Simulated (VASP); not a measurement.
Wanted: the native input for a VASP 6.6.1 run.

- Task: single point
- Functional: PBE
- Potentials or basis: VASP PAW PBE potentials, release 64 (Cd, Te)
- Cutoff: 520 eV
- k mesh: 6 × 6 × 6
- Occupations: gaussian, width 0.1 eV
- Spin: no spin polarisation
- Dipole correction: no
- Further INCAR settings: ALGO = Normal; EDIFF = 1e-06; NBANDS = 16

The structure of CdTe lies in POSCAR:

```
CdTe
1.0
    0.0000000000      3.3192710678      3.3192710678
    3.3192710678      0.0000000000      3.3192710678
    3.3192710678      3.3192710678      0.0000000000
Cd Te
1 1
Direct
    0.0000000000      0.0000000000      0.0000000000
    0.2500000000      0.2500000000      0.2500000000
```

One way to write it, as run:

INCAR

```
PREC = Accurate
ENCUT = 520
EDIFF = 1E-6
ISMEAR = 0
SIGMA = 0.1
LREAL = False
LASPH = True
NELM = 100
ALGO = Normal
ISIF = 2
LWAVE = False
LCHARG = False
GGA = PE
NBANDS = 16
```

KPOINTS

```
Automatic mesh
0
Gamma
  6 6 6
```

Potentials or basis: VASP PAW PBE potentials, release 64 (Cd, Te).

The run is started by

```console
$ cat potpaw_PBE.64/Cd/POTCAR potpaw_PBE.64/Te/POTCAR > POTCAR
$ mpirun -np 1 vasp_std > vasp.out
```

It gave:

The pressure is -0.2 GPa. The band gap on the k mesh is 0.55 eV, direct.

Caveat: spin-orbit coupling is left out, which moves the levels of the heavy elements.

Wall time 16 s on 1 thread of Intel Xeon 6975P-C, with other jobs on the host, peak memory 0.21 GiB.
